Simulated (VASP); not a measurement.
## C: single point with PBEsol

The system is C, a slab with vacuum.

```
CELL_PARAMETERS angstrom
2.45885 0.00000 0.00000
-1.22943 3.69132 0.00000
0.00000 0.00000 26.35655
ATOMIC_POSITIONS crystal
C 0.50000 0.00000 0.28620
C 0.00000 0.00000 0.30969
C 0.00000 0.00000 0.36542
C 0.50000 0.00000 0.39188
C 0.50000 0.00000 0.44616
C 0.00000 0.00000 0.47293
C 0.00000 0.00000 0.52707
C 0.50000 0.00000 0.55384
C 0.50000 0.00000 0.60812
C 0.00000 0.00000 0.63458
C 0.00000 0.00000 0.69031
C 0.50000 0.00000 0.71380
```

```json
{
  "Program": "VASP 6.6.1",
  "Task": "single point",
  "Functional": "PBEsol",
  "Potentials or basis": "VASP PAW PBE potentials, release 64 (C)",
  "Cutoff": "520 eV",
  "k mesh": "11 × 7 × 1",
  "Occupations": "gaussian, width 0.05 eV",
  "Spin": "no spin polarisation"
}
```

```
Largest force          : 0.047 eV/Å
Band gap on the k mesh : zero (bands 24 and 25 overlap by 0.60 eV)
```

Forces on the atoms (eV/Å):
```
C    0.000  0.000 -0.047
C    0.000  0.000 -0.005
C    0.000  0.000 -0.002
C    0.000  0.000 -0.009
C    0.000  0.000  0.009
C    0.000  0.000 -0.002
C    0.000  0.000  0.002
C    0.000  0.000 -0.009
C    0.000  0.000  0.009
C    0.000  0.000  0.002
C    0.000  0.000  0.005
C    0.000  0.000  0.047
```

Levels at points of the mesh, in eV from the Fermi level:
```
           k point  band 20  band 21  band 22  band 23  band 24  band 25  band 26  band 27  band 28  band 29
(0.00, 0.00, 0.00)    -4.03    -3.52    -3.51    -2.53     0.00     0.06     2.93     3.55     4.15     4.75
```

Wall time 16 min on 1 thread of Intel Xeon 8259CL (shared host), peak memory 0.44 GiB.

Caveat: the PAW data sets were made with another functional, which shifts forces and pressure a little.
